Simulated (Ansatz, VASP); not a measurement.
Hf2ZrGe3 in VASP and in Ansatz

```
CELL_PARAMETERS angstrom
-2.62651 2.62651 5.20392
2.62651 -2.62651 5.20392
2.62651 2.62651 -5.20392
ATOMIC_POSITIONS crystal
Zr 0.50000 0.50000 0.00000
Hf 0.75000 0.25000 0.50000
Hf 0.25000 0.75000 0.50000
Ge 0.50000 0.00000 0.50000
Ge 0.00000 0.50000 0.50000
Ge 0.00000 0.00000 0.00000
```

Alike in both runs: functional PBE; k mesh 4 × 4 × 4; occupations gaussian, width 0.2 eV; no spin polarisation.

Ansatz relaxed the structure, and its values are those at the end. VASP's run is a single point on that final structure, the one shown.

|  | VASP | Ansatz |
| --- | --- | --- |
| version | VASP 6.6.1 | Ansatz 0.2.0 |
| potentials or method | VASP PAW PBE potentials, release 64 (Zr_sv, Hf_pv, Ge_d), cutoff 500 eV | scalar-relativistic, plane waves, PAW |
| valence electrons in the cell | 74 | 106 |

|  | VASP | Ansatz | Ansatz less VASP |
| --- | --- | --- | --- |
| gap on the k mesh at the Fermi level (eV) | none | none | - |
| pressure (GPa) | 0.1 | 0.2 | +0.16 |

A gap of «none» marks a metal or a gap that the smearing closes. VASP's potentials hold 74 valence electrons a cell and Ansatz's 106, so a difference there can come from the potentials and not from the codes.

The k mesh is coarse, so the values compare programs but aren't converged. Neither program's run includes spin-orbit coupling.
